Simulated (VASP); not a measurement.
Write the native input for VASP 6.6.1 that does the following.

| Property | Result |
| --- | --- |
| Task | single point |
| Functional | PBEsol |
| Potentials or basis | VASP PAW PBE potentials, release 64 (B) |
| Cutoff | 520 eV |
| k mesh | 14 × 6 × 4 |
| Occupations | gaussian, width 0.1 eV |
| Spin | no spin polarisation |
| Dipole correction | no |
| Further INCAR settings | ALGO = Normal; EDIFF = 1e-06; NBANDS = 18 |

The structure of B lies in POSCAR:

```
B
1.0
    0.0076770011     -0.0124621887     -1.6323295327
    2.2127024453     -3.4068589594     -0.0339042957
   -6.7702018393     -3.4947564018     -0.0036553234
B
6
Direct
   -0.0845972551      0.2790393070      0.5241519075
    0.9248153364      1.0540298435      0.8684958743
    0.4085168348      0.4461505854      0.9648485246
    0.4179462604      0.2207616541      0.3091352102
    0.4283795571     -0.0256188275      0.6507508919
    0.9049392665      0.5256374376      0.1826175914
```

These files were run (other wordings do the same):

INCAR

```
PREC = Accurate ; ENCUT = 520
EDIFF = 1E-6 ; ISMEAR = 0
SIGMA = 0.1 ; LREAL = F
LASPH = T ; NELM = 80
ALGO = Normal ; ISIF = 2
LWAVE = F ; LCHARG = F
GGA = PS ; NBANDS = 18
```

KPOINTS

```
regular mesh
0
Gamma
  14 6 4
```

Potentials or basis: VASP PAW PBE potentials, release 64 (B).

Command:

```sh
$ cat potpaw_PBE.64/B/POTCAR > POTCAR
$ mpirun -np 1 vasp_std > vasp.out
```

It gave:

* Pressure: 0.2 GPa
* Largest force: 0.010 eV/Å
* Band gap on the k mesh: zero (bands 9 and 10 overlap by 8.63 eV)

Caveat: the PAW data sets were made with another functional, which shifts forces and pressure a little.

Run time: 84 s on 1 thread of Intel(R) Xeon(R) Platinum 8259CL CPU @ 2.50GHz (Skylake/Cascade Lake), with other jobs on the host, peak memory 0.22 GiB.
